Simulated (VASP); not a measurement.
# CaBe (P-6m2) in VASP: a series of runs

CaBe is run at these levels: PBE; tasks: single point.

Program: VASP 6.6.1. These are calculated values, not measurements. Logs are shortened: lines on timing, memory, paths and dates and some standing lists are left out, and cuts for length are marked.

### Step 1. The cell of the first run

The structure is hexagonal, space group P-6m2 (No. 187). The conventional cell has a = 3.876 Å, b = 3.876 Å, c = 3.928 Å, α = 90.00°, β = 90.00°, γ = 120.00°. Within 3.9 Å of Ca (site symmetry -6m2) lie 6 Be at 2.98 Å and 6 Ca at 3.88 Å. Within 3.9 Å of Be (site symmetry -6m2) lie 6 Ca at 2.98 Å and 6 Be at 3.88 Å.

### Step 2. Single point, PBE

INCAR reads:

```
SYSTEM = CaBe
PREC = Accurate
ENCUT = 520
EDIFF = 1E-6
ISMEAR = 0
SIGMA = 0.1
LREAL = .False.
LASPH = .True.
NELM = 80
ALGO = Fast
ISIF = 2
LWAVE = .False.
LCHARG = .False.
GGA = PE
NBANDS = 13
```

KPOINTS reads:

```
Automatic mesh
0
Gamma
  18 18 14
  0 0 0
```

POSCAR reads:

```
CaBe
1.0
    3.8760451240      0.0000000000      0.0000000000
   -1.9380225620      3.3567535436      0.0000000000
    0.0000000000      0.0000000000      3.9275316771
Ca Be
1 1
Direct
    0.0000000000      0.0000000000      0.0000000000
    0.6666666667      0.3333333333      0.5000000000
```

Potentials or basis: VASP PAW PBE potentials, release 64 (Ca_sv, Be).

On the command line:

```
> cat potpaw_PBE.64/Ca_sv/POTCAR potpaw_PBE.64/Be/POTCAR > POTCAR
> mpirun -np 1 vasp_std > vasp.out
```

OUTCAR:

```text
SYSTEM = CaBe
   PREC = Accurate
   ENCUT = 520
   EDIFF = 1E-6
   ISMEAR = 0
   LREAL = .False.
   LASPH = .True.
   NELM = 80
   ISIF = 2
   GGA = PE

 ion  position               nearest neighbor table
   1  0.000  0.000  0.000-
   2  0.667  0.333  0.500-

  LATTYP: Found a hexagonal cell.
 ALAT       =     3.8760451240
 C/A-ratio  =     1.0132832698

  Lattice vectors:

 A1 = (   3.8760451240,   0.0000000000,   0.0000000000)
 A2 = (  -1.9380225620,   3.3567535436,   0.0000000000)
 A3 = (   0.0000000000,   0.0000000000,   3.9275316771)

Analysis of symmetry for initial positions (statically):
=====================================================================
 Subroutine PRICEL returns:
 Original cell was already a primitive cell.

 Routine SETGRP: Setting up the symmetry group for a
 hexagonal supercell.

 Subroutine GETGRP returns: Found 12 space group operations
 (whereof 12 operations were pure point group operations)
 out of a pool of 24 trial point group operations.

The static configuration has the point symmetry D_3h.

Analysis of symmetry for dynamics (positions and initial velocities):
=====================================================================
 Subroutine PRICEL returns:
 Original cell was already a primitive cell.

 Routine SETGRP: Setting up the symmetry group for a
 hexagonal supercell.

 Subroutine GETGRP returns: Found 12 space group operations
 (whereof 12 operations were pure point group operations)
 out of a pool of 24 trial point group operations.

The dynamic configuration has the point symmetry D_3h.

 Subroutine INISYM returns: Found 12 space group operations
 (whereof 12 operations are pure point group operations),
 and found     1 'primitive' translations

----------------------------------------------------------------------------------------

                                     Primitive cell

  volume of cell :      51.1008

  direct lattice vectors                    reciprocal lattice vectors
     3.876045124  0.000000000  0.000000000     0.257994932  0.148953444  0.000000000
    -1.938022562  3.356753544  0.000000000     0.000000000  0.297906887  0.000000000
     0.000000000  0.000000000  3.927531677     0.000000000  0.000000000  0.254612841

  length of vectors
     3.876045124  3.876045124  3.927531677     0.297906887  0.297906887  0.254612841

  position of ions in fractional coordinates (direct lattice)
     0.000000000  0.000000000  0.000000000
[... 88 lines left out ...]
   PSTRESS=    0.0 pullay stress
   NELECT =      12.0000    total number of electrons
   NUPDOWN=      -1.0000    fix difference up-down
   EMIN   =  10.00;   EMAX   =-10.00  energy-range for DOS
   EFERMI =   0.00;   METHOD = LEGACY
   ISMEAR =     0;   SIGMA  =   0.10  broadening in eV -4-tet -1-fermi 0-gaus
   EFERMI_NEDOS =   21; number of points for ismear=-14 and -15
   IALGO  =     68    algorithm
   IMIX   =      4    mixing-type and parameters
     AMIX     =   0.40;   BMIX     =  1.00
     AMIX_MAG =   1.60;   BMIX_MAG =  1.00
  volume/ion in A,a.u.               =      25.55       172.42
  Fermi-wavevector in a.u.,A,eV,Ry     =   1.010011  1.908643 13.879594  1.020121
  Thomas-Fermi vector in A             =   2.142974
   LORBIT       =      0    0 simple, 1 ext, 2 COOP (PROOUT), +10 PAW based schemes
   GGA     = PE    functional components
   LHFCALC =     F    Hartree Fock is set to
   AEXX    =    0.0000 exact exchange contribution
   IVDW    =     0    specifies the selected vdW correction
   LEPSILON=     F    determine dielectric tensor
   LRPA    =     F    only Hartree local field effects (RPA)
 non-spin polarized calculation
 RMM-DIIS sequential band-by-band and
 Gauss-broadening in eV      SIGMA  =   0.10
  energy-cutoff  :      520.00
  volume of cell :       51.10
 maximum number of plane-waves:      1395
 NGX is ok and might be reduce to    30
   NGX = 15   NGY = 15   NGZ = 15

 number of electron      12.0000000 magnetization

 Free energy of the ion-electron system (eV)
  ---------------------------------------------------
  ext. energy  EPLUGINS =         0.00000000
  ---------------------------------------------------
  free energy    TOTEN  =        -4.28505635 eV

  energy without entropy =       -4.27728810  energy(sigma->0) =       -4.28117223

 E-fermi :   2.1578     XC(G=0):  -8.3223

 val. band max:        2.1549238563   @ k =   0.1667  -0.0000   0.2143
 cond. band min:       2.1583906735   @ k =   0.3889   0.0556   0.3571
 fundamental gap:      0.0034668172
 Fermi energy:         2.1577815668

 k-point     1 :       0.0000    0.0000    0.0000
  band No.  band energies     occupation
      1     -38.8402      2.00000
      2     -19.8416      2.00000
      3     -19.8008      2.00000
      4     -19.8008      2.00000
      5      -3.1654      2.00000
      6       3.4916      0.00000
      7       4.1659      0.00000
      8       4.1659      0.00000
      9       4.6169      0.00000
     10       6.7018      0.00000
     11       6.7018      0.00000
     12       8.2099      0.00000
     13       8.2099      0.00000
[... 354 lines left out ...]
  band No.  band energies     occupation
      1     -38.8292      2.00000
      2     -19.9221      2.00000
      3     -19.8400      2.00000
      4     -19.8240      2.00000
      5      -0.8106      2.00000
      6       0.6644      2.00000
      7       3.1929      0.00000
      8       3.7565      0.00000
      9       5.0980      0.00000
     10       6.1283      0.00000
     11       6.9907      0.00000
     12       7.4041      0.00000
     13       8.7853      0.00000

 [... further k-points ...]

------------------------ aborting loop because EDIFF is reached ----------------------------------------

  FORCE on cell =-STRESS in cart. coord.  units (eV):
  Direction    XX          YY          ZZ          XY          YZ          ZX
  --------------------------------------------------------------------------------------
  -------------------------------------------------------------------------------------
  Total        0.0055643      0.0055643      0.0106307      0.0000000      0.0000000      0.0000000
  in kB        0.1744601      0.1744601      0.3333074      0.0000000      0.0000000      0.0000000
  external PRESSURE =       0.2274092 kB  Pullay stress =       0.0000000 kB

 VOLUME and BASIS-vectors are now :
 -----------------------------------------------------------------------------
  energy-cutoff  :      520.00
  volume of cell :       51.10
      direct lattice vectors                 reciprocal lattice vectors
     3.876045124  0.000000000  0.000000000     0.257994932  0.148953444  0.000000000
    -1.938022562  3.356753544  0.000000000     0.000000000  0.297906887  0.000000000
     0.000000000  0.000000000  3.927531677     0.000000000  0.000000000  0.254612841

 POSITION                                       TOTAL-FORCE (eV/Angst)
 -----------------------------------------------------------------------------------
      0.00000      0.00000      0.00000        -0.000000      0.000000      0.000000
      1.93802      1.11892      1.96377         0.000000      0.000000      0.000000
 -----------------------------------------------------------------------------------
    total drift:                                0.000000     -0.000000     -0.000000

  FREE ENERGIE OF THE ION-ELECTRON SYSTEM (eV)
  ---------------------------------------------------
  free  energy   TOTEN  =        -4.2850563465 eV

  energy  without entropy=       -4.2772881040  energy(sigma->0) =       -4.28117223
```

stdout:

```text
POSCAR found type information on POSCAR CaBe
 POSCAR found :  2 types and       2 ions
 scaLAPACK will be used
 LDA part: xc-table for (Slater+PW92), standard interpolation
 POSCAR, INCAR and KPOINTS ok, starting setup
 FFT: planning ... GRIDC
 FFT: planning ... GRID_SOFT
 FFT: planning ... GRID
 WAVECAR not read
 entering main loop
WARNING in EDDRMM: call to ZHEGV failed, returncode =   6  3      5
WARNING in EDDRMM: call to ZHEGV failed, returncode =   6  3      6
WARNING in EDDRMM: call to ZHEGV failed, returncode =   6  3      5
```

Wall time 2.1 min (1 thread of Intel Xeon Platinum 8559C (Emerald Rapids), shared host); peak memory 0.32 GiB.

Results:

```yaml
Free_energy: -4.2851 eV
Pressure: 0.0 GPa
Band_gap_on_the_k_mesh: zero (band 6 reaches 3.49 eV, above the bottom of band 7 at 1.38 eV)
```

### Step 3. Single point, PBE

INCAR reads:

```
SYSTEM = CaBe
PREC     = Accurate       ! precision mode
ENCUT    = 520            ! plane-wave cutoff, eV
EDIFF    = 1E-6           ! SCF threshold, eV
ISMEAR   = 0              ! smearing method
SIGMA    = 0.1            ! smearing width, eV
LREAL    = .FALSE.        ! projectors in reciprocal space
LASPH    = .TRUE.         ! aspherical terms in the spheres
NELM     = 100            ! most SCF steps
ALGO     = Fast           ! electronic algorithm
ISIF     = 2              ! what is computed and relaxed
LWAVE    = .FALSE.        ! write WAVECAR
LCHARG   = .FALSE.        ! write CHGCAR
GGA      = PE             ! functional
NBANDS   = 13             ! bands
```

KPOINTS reads:

```
regular mesh
0
G
  18 18 14
  0 0 0
```

POSCAR reads:

```
CaBe
1.0
    3.8675510399      0.0000000000      0.0000000000
   -1.9337755199      3.3493974510      0.0000000000
    0.0000000000      0.0000000000      3.9413957586
Ca Be
1 1
Direct
    0.0000000000      0.0000000000      0.0000000000
    0.6666666667      0.3333333333      0.5000000000
```

Potentials or basis: VASP PAW PBE potentials, release 64 (Ca_sv, Be).

On the command line:

```
> cat potpaw_PBE.64/Ca_sv/POTCAR potpaw_PBE.64/Be/POTCAR > POTCAR
> mpirun -np 1 vasp_std > vasp.out
```

It took 1.9 min on 1 thread of Intel Xeon Platinum 8559C (Emerald Rapids), shared host; peak memory 0.32 GiB.

The run converged. Its results:

```
Free energy            : -4.2850 eV
Pressure               : 0.0 GPa
Band gap on the k mesh : zero (band 6 reaches 3.48 eV, above the bottom of band 7 at 1.39 eV)
```

Levels at points of the mesh, in eV from the Fermi level:
| k point | band 3 | band 4 | band 5 | band 6 | band 7 | band 8 | band 9 | band 10 |
| --- | --- | --- | --- | --- | --- | --- | --- | --- |
| (0.00, 0.00, 0.00) | -21.96 | -21.96 | -5.32 | 1.32 | 2.03 | 2.03 | 2.41 | 4.55 |
| (0.50, 0.00, 0.00) | -21.99 | -21.98 | -2.80 | -1.85 | 1.52 | 1.57 | 2.64 | 4.19 |
| (0.00, 0.00, 0.50) | -21.95 | -21.95 | -3.38 | -2.56 | 2.78 | 2.78 | 3.21 | 3.21 |
| (0.50, 0.00, 0.50) | -22.06 | -21.98 | -2.08 | -0.62 | -0.42 | 1.43 | 1.67 | 5.06 |
